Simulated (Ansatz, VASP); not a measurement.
# Two plane-wave programs on Sc3Ru

```
Sc Ru
1.0
     4.29661    0.00000    0.00000
     0.00000    4.29661    0.00000
     0.00000    0.00000    4.29661
Sc Ru
3 1
Direct
  0.00000 0.50000 0.50000
  0.50000 0.00000 0.50000
  0.50000 0.50000 0.00000
  0.00000 0.00000 0.00000
```

Alike in both runs: task relaxation of cell and atoms; functional PBE; k mesh 12 × 12 × 12; occupations gaussian, width 0.1 eV; no spin polarisation.

```csv
,VASP,Ansatz
version,VASP 6.6.1,Ansatz 0.2.0
potentials or method,"VASP PAW PBE potentials, release 64 (Sc_sv, Ru_pv), cutoff 600 eV","scalar-relativistic, plane waves, PAW"
valence electrons in the cell,47,49
```

|  | VASP | Ansatz | Ansatz less VASP |
| --- | --- | --- | --- |
| gap on the k mesh at the Fermi level, each at its own relaxed structure (eV) | none | none | - |
| relaxed volume (Å³/atom) | 19.89 | 19.86 | -0.036 |
| relaxed length of the cell vector where the two differ most in proportion (Å) | 4.301 | 4.299 | -0.0026 |

A gap of «none» marks a metal or a gap that the smearing closes. VASP's potentials hold 47 valence electrons a cell and Ansatz's 49, so a difference there can come from the potentials and not from the codes.
